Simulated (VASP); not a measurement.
# BN (I-4m2) in VASP: single point with r2SCAN

Aim: the single point of BN with r2SCAN.

All numbers are computed with VASP 6.6.1; they aren't measurements. Logs are shortened: lines on timing, memory, paths and dates and some standing lists are left out, and cuts for length are marked.

## Step 1: The cell of the first run

The structure is tetragonal, space group I-4m2 (No. 119). The conventional cell has a = 2.523 Å, b = 2.523 Å, c = 3.746 Å, α = 90.00°, β = 90.00°, γ = 90.00°. Within 2.1 Å of B (site symmetry -4m2) lie 4 N at 1.57 Å. Within 2.1 Å of N (site symmetry -4m2) lie 4 B at 1.57 Å.

## Step 2: Single point, r2SCAN

Contents of POSCAR:

```
BN
1.0
    0.0000000000      1.7837539340      1.8729416307
    1.7837539340      0.0000000000      1.8729416307
    1.7837539340      1.7837539340      0.0000000000
B N
1 1
Direct
    0.0000000000      0.0000000000      0.0000000000
    0.7500000000      0.7500000000      0.7500000000
```

Contents of INCAR.step1:

```
SYSTEM = BN
ALGO     = Normal         ! electronic algorithm
EDIFF    = 1E-5           ! SCF threshold, eV
ENCUT    = 1460           ! plane-wave cutoff, eV
GGA      = PE             ! functional
GGA_COMPAT= .FALSE.      
ISMEAR   = 0              ! smearing method
LASPH    = .TRUE.         ! aspherical terms in the spheres
LCHARG   = .FALSE.        ! write CHGCAR
LREAL    = .FALSE.        ! projectors in reciprocal space
LWAVE    = .TRUE.         ! write WAVECAR
NBANDS   = 11             ! bands
NELM     = 120            ! most SCF steps
PREC     = Accurate       ! precision mode
SIGMA    = 0.05           ! smearing width, eV
```

Contents of INCAR.step2:

```
SYSTEM = BN
ALGO     = Normal         ! electronic algorithm
EDIFF    = 1E-6           ! SCF threshold, eV
ENCUT    = 1460           ! plane-wave cutoff, eV
GGA_COMPAT= .FALSE.      
ISIF     = 2              ! what is computed and relaxed
ISMEAR   = 0              ! smearing method
ISTART   = 1            
LASPH    = .TRUE.         ! aspherical terms in the spheres
LCHARG   = .FALSE.        ! write CHGCAR
LMIXTAU  = .TRUE.       
LREAL    = .FALSE.        ! projectors in reciprocal space
LWAVE    = .FALSE.        ! write WAVECAR
METAGGA  = R2SCAN         ! meta-GGA
NBANDS   = 11             ! bands
NELM     = 120            ! most SCF steps
PREC     = Accurate       ! precision mode
SIGMA    = 0.05           ! smearing width, eV
```

Contents of KPOINTS:

```
k-points
0
G
  12 12 12
  0 0 0
```

Potentials or basis: VASP PAW PBE potentials, release 64 (B_h, N_h).

Started as:

```console
$ cat potpaw_PBE.64/B_h/POTCAR potpaw_PBE.64/N_h/POTCAR > POTCAR
$ cp INCAR.step1 INCAR
$ mpirun -np 1 vasp_std > vasp.out
$ cp INCAR.step2 INCAR
$ mpirun -np 1 vasp_std > vasp.out
```

OUTCAR:

```text
SYSTEM = BN
   EDIFF = 1E-6
   ENCUT = 1460
   ISIF = 2
   ISMEAR = 0
   ISTART = 1
   LASPH = .TRUE.
   LREAL = .FALSE.
   METAGGA = R2SCAN
   NELM = 120
   PREC = Accurate

 ion  position               nearest neighbor table
   1  0.000  0.000  0.000-
   2  0.750  0.750  0.750-

  LATTYP: Found a body centered tetragonal cell.
 ALAT       =     2.5226090054
 C/A-ratio  =     1.4849242405

  Lattice vectors:

 A1 = (  -1.7837539340,   0.0000000000,   1.8729416307)
 A2 = (   1.7837539340,   0.0000000000,   1.8729416307)
 A3 = (   0.0000000000,   1.7837539340,  -1.8729416307)

Analysis of symmetry for initial positions (statically):
=====================================================================
 Subroutine PRICEL returns:
 Original cell was already a primitive cell.

 Routine SETGRP: Setting up the symmetry group for a
 body centered tetragonal supercell.

 Subroutine GETGRP returns: Found  8 space group operations
 (whereof  8 operations were pure point group operations)
 out of a pool of 16 trial point group operations.

The static configuration has the point symmetry D_2d.

Analysis of symmetry for dynamics (positions and initial velocities):
=====================================================================
 Subroutine PRICEL returns:
 Original cell was already a primitive cell.

 Routine SETGRP: Setting up the symmetry group for a
 body centered tetragonal supercell.

 Subroutine GETGRP returns: Found  8 space group operations
 (whereof  8 operations were pure point group operations)
 out of a pool of 16 trial point group operations.

The dynamic configuration has the point symmetry D_2d.

 Subroutine INISYM returns: Found  8 space group operations
 (whereof  8 operations are pure point group operations),
 and found     1 'primitive' translations

----------------------------------------------------------------------------------------

                                     Primitive cell

  volume of cell :      11.9186

  direct lattice vectors                    reciprocal lattice vectors
     0.000000000  1.783753934  1.872941631    -0.280307721  0.280307721  0.266959734
     1.783753934  0.000000000  1.872941631     0.280307721 -0.280307721  0.266959734
     1.783753934  1.783753934  0.000000000     0.280307721  0.280307721 -0.266959734

  length of vectors
     2.586443204  2.586443204  2.522609005     0.477925032  0.477925032  0.477925032

  position of ions in fractional coordinates (direct lattice)
     0.000000000  0.000000000  0.000000000
     0.750000000  0.750000000  0.750000000

  ion indices of the primitive-cell ions
   primitive index   ion index
                 1           1
                 2           2

----------------------------------------------------------------------------------------

 KPOINTS: k-points

Automatic generation of k-mesh.
 Grid dimensions read from file:
 generate k-points for:   12   12   12

 Generating k-lattice:

  Cartesian coordinates                     Fractional coordinates (reciprocal lattice)
    -0.023358977  0.023358977  0.022246645     0.083333333  0.000000000  0.000000000
     0.023358977 -0.023358977  0.022246645     0.000000000  0.083333333  0.000000000
     0.023358977  0.023358977 -0.022246645    -0.000000000 -0.000000000  0.083333333

  Length of vectors
     0.039827086  0.039827086  0.039827086

  Shift w.r.t. Gamma in fractional coordinates (k-lattice)
     0.000000000  0.000000000  0.000000000

 Subroutine IBZKPT returns following result:
 ===========================================

 Found    163 irreducible k-points:

 Following reciprocal coordinates:
            Coordinates               Weight
  0.000000  0.000000  0.000000      1.000000
  0.083333  0.000000  0.000000      8.000000
  0.166667  0.000000  0.000000      8.000000
  0.250000  0.000000  0.000000      8.000000
  0.333333  0.000000  0.000000      8.000000
  0.416667  0.000000  0.000000      8.000000
[... 16 lines left out ...]
  0.500000  0.166667  0.000000      8.000000
 -0.416667  0.166667  0.000000      8.000000
 [... further k-points ...]
   k-points           NKPTS =    163   k-points in BZ     NKDIM =    163   number of bands    NBANDS=     11
   number of dos      NEDOS =    301   number of ions     NIONS =      2
   total plane-waves  NPLWV =  32768
   dimension x,y,z NGX =    32 NGY =   32 NGZ =   32
   dimension x,y,z NGXF=    64 NGYF=   64 NGZF=   64
   ions per type =               1   1
   NGX,Y,Z   is equivalent  to a cutoff of  20.57, 20.57, 21.09 a.u.
   NGXF,Y,Z  is equivalent  to a cutoff of  41.14, 41.14, 42.18 a.u.
 SYSTEM =  BN
   PREC   = accura    normal or accurate (medium, high low for compatibility)
   ISTART =      1    job   : 0-new  1-cont  2-samecut
   ICHARG =      0    charge: 1-file 2-atom 10-const
   ISPIN  =      1    spin polarized calculation?
   LNONCOLLINEAR =      F non collinear calculations
   LSORBIT =      F    spin-orbit coupling
   LASPH  =      T    aspherical Exc in radial PAW
   ENCUT  = 1460.0 eV 107.31 Ry   10.36 a.u.   8.06  8.06  7.86*2*pi/ulx,y,z
   NELM   =    120;   NELMIN=  2; NELMDL=  0     # of ELM steps
   EDIFF  = 0.1E-05   stopping-criterion for ELM
   LREAL  =      F    real-space projection
   EDIFFG = 0.1E-04   stopping-criterion for IOM
   NSW    =      0    number of steps for IOM
   IBRION =     -1    ionic relax: 0-MD 1-quasi-New 2-CG
   NFREE  =      0    steps in history (QN), initial steepest desc. (CG)
   ISIF   =      2    stress and relaxation
   ISYM   =      2    0-nonsym 1-usesym 2-fastsym
   POTIM  = 0.5000    time-step for ionic-motion
   TEBEG  =    0.0;   TEEND  =   0.0 temperature during run
   PSTRESS=    0.0 pullay stress
   NELECT =       8.0000    total number of electrons
   NUPDOWN=      -1.0000    fix difference up-down
   EMIN   =  10.00;   EMAX   =-10.00  energy-range for DOS
   EFERMI =   0.00;   METHOD = LEGACY
   ISMEAR =     0;   SIGMA  =   0.05  broadening in eV -4-tet -1-fermi 0-gaus
   EFERMI_NEDOS =   21; number of points for ismear=-14 and -15
   IALGO  =     38    algorithm
   IMIX   =      4    mixing-type and parameters
     AMIX     =   0.40;   BMIX     =  1.00
     AMIX_MAG =   1.60;   BMIX_MAG =  1.00
  volume/ion in A,a.u.               =       5.96        40.22
  Fermi-wavevector in a.u.,A,eV,Ry     =   1.433387  2.708709 27.954506  2.054598
  Thomas-Fermi vector in A             =   2.552911
   LORBIT       =      0    0 simple, 1 ext, 2 COOP (PROOUT), +10 PAW based schemes
   METAGGA = R2SCAN    functional components
   LHFCALC =     F    Hartree Fock is set to
   AEXX    =    0.0000 exact exchange contribution
   IVDW    =     0    specifies the selected vdW correction
   LEPSILON=     F    determine dielectric tensor
   LRPA    =     F    only Hartree local field effects (RPA)
 non-spin polarized calculation
 Gauss-broadening in eV      SIGMA  =   0.05
  energy-cutoff  :     1460.00
  volume of cell :       11.92
 maximum number of plane-waves:      1523
   NGX = 17   NGY = 17   NGZ = 15

 number of electron       8.0000000 magnetization

 Free energy of the ion-electron system (eV)
  ---------------------------------------------------
  ext. energy  EPLUGINS =         0.00000000
  ---------------------------------------------------
  free energy    TOTEN  =       -19.16162731 eV

  energy without entropy =      -19.16162731  energy(sigma->0) =      -19.16162731

 E-fermi :   9.2122     XC(G=0): -13.7095

 val. band max:        8.9780081958   @ k =   0.0000   0.0000   0.0000
 cond. band min:      13.5106769564   @ k =   0.5000   0.0000   0.5000
 fundamental gap:      4.5326687606
 Fermi energy:         9.2122367511

 k-point     1 :       0.0000    0.0000    0.0000
  band No.  band energies     occupation
      1     -12.3753      2.00000
      2       8.4484      2.00000
      3       8.9780      2.00000
      4       8.9780      2.00000
      5      18.2087      0.00000
      6      18.2087      0.00000
      7      18.5650      0.00000
      8      19.6863      0.00000
      9      34.7789      0.00000
     10      35.8383      0.00000
     11      36.8963      0.00000

 k-point     2 :       0.0833    0.0000    0.0000
  band No.  band energies     occupation
      1     -12.2014      2.00000
      2       7.7816      2.00000
      3       8.5007      2.00000
      4       8.8142      2.00000
      5      18.3336      0.00000
      6      18.4993      0.00000
      7      18.8968      0.00000
      8      20.2970      0.00000
      9      34.0027      0.00000
     10      34.7118      0.00000
     11      36.2754      0.00000

 k-point     3 :       0.1667    0.0000    0.0000
  band No.  band energies     occupation
      1     -11.6869      2.00000
      2       5.6747      2.00000
      3       7.9395      2.00000
      4       8.4141      2.00000
      5      18.5490      0.00000
      6      19.1987      0.00000
      7      19.5360      0.00000
      8      21.7521      0.00000
      9      32.7384      0.00000
     10      34.2918      0.00000
     11      34.4478      0.00000

 k-point     4 :       0.2500    0.0000    0.0000
  band No.  band energies     occupation
      1     -10.8584      2.00000
      2       3.1331      2.00000
      3       7.3519      2.00000
      4       7.9515      2.00000
      5      18.7139      0.00000
      6      19.9229      0.00000
      7      20.1286      0.00000
      8      23.2298      0.00000
      9      32.5700      0.00000
     10      33.7710      0.00000
     11      33.9023      0.00000
[... 239 lines left out ...]
 k-point    22 :       0.4167    0.1667    0.0000
  band No.  band energies     occupation
      1      -9.0025      2.00000
      2       0.4628      2.00000
      3       5.1557      2.00000
      4       6.1698      2.00000
      5      18.4051      0.00000
      6      21.5101      0.00000
      7      22.6863      0.00000
      8      23.8722      0.00000
      9      30.1167      0.00000
     10      35.8753      0.00000
     11      38.5287      0.00000

 k-point    23 :       0.5000    0.1667    0.0000
  band No.  band energies     occupation
      1      -8.0167      2.00000
      2      -1.1409      2.00000
      3       4.5096      2.00000
      4       6.2718      2.00000
      5      18.8041      0.00000
      6      21.4148      0.00000
      7      22.4584      0.00000
      8      25.1434      0.00000
      9      30.8494      0.00000
     10      36.1845      0.00000
     11      37.6917      0.00000

 k-point    24 :      -0.4167    0.1667    0.0000
  band No.  band energies     occupation
      1      -7.7441      2.00000
      2      -1.5283      2.00000
      3       4.1134      2.00000
      4       6.6074      2.00000
      5      19.3271      0.00000
      6      21.2682      0.00000
      7      22.0146      0.00000
      8      25.4282      0.00000
      9      31.4922      0.00000
     10      35.3315      0.00000
     11      36.7124      0.00000

 [... further k-points ...]

------------------------ aborting loop because EDIFF is reached ----------------------------------------

  FORCE on cell =-STRESS in cart. coord.  units (eV):
  Direction    XX          YY          ZZ          XY          YZ          ZX
  --------------------------------------------------------------------------------------
  -------------------------------------------------------------------------------------
  Total        0.4131700      0.4131700     -2.0744058      0.0000000      0.0000000      0.0000000
  in kB       55.5411949     55.5411949   -278.8561214      0.0000000      0.0000000      0.0000000
  external PRESSURE =     -55.9245772 kB  Pullay stress =       0.0000000 kB

 VOLUME and BASIS-vectors are now :
 -----------------------------------------------------------------------------
  energy-cutoff  :     1460.00
  volume of cell :       11.92
      direct lattice vectors                 reciprocal lattice vectors
     0.000000000  1.783753934  1.872941631    -0.280307721  0.280307721  0.266959734
     1.783753934  0.000000000  1.872941631     0.280307721 -0.280307721  0.266959734
     1.783753934  1.783753934  0.000000000     0.280307721  0.280307721 -0.266959734

 POSITION                                       TOTAL-FORCE (eV/Angst)
 -----------------------------------------------------------------------------------
      0.00000      0.00000      0.00000        -0.000000     -0.000000     -0.000000
      2.67563      2.67563      2.80941         0.000000      0.000000      0.000000
 -----------------------------------------------------------------------------------
    total drift:                                0.000000      0.000000      0.000000

  FREE ENERGIE OF THE ION-ELECTRON SYSTEM (eV)
  ---------------------------------------------------
  free  energy   TOTEN  =       -19.1616273094 eV

  energy  without entropy=      -19.1616273094  energy(sigma->0) =      -19.16162731
```

Wall time 7.9 min (1 thread of AMD EPYC, shared host); peak memory 0.22 GiB.

What came out:

```
Free energy            : -19.1616 eV
Pressure               : -5.6 GPa
Band gap on the k mesh : 4.53 eV (least direct gap 9.23 eV)
```

Stress tensor (GPa, compression positive):
```
  5.55   0.00   0.00
  0.00   5.55   0.00
  0.00   0.00 -27.89
```

Caveat: the stress differs along the axes, from -28 to 6 GPa; the PAW data sets were made with another functional, which shifts forces and pressure a little. A k mesh can miss the band edges.
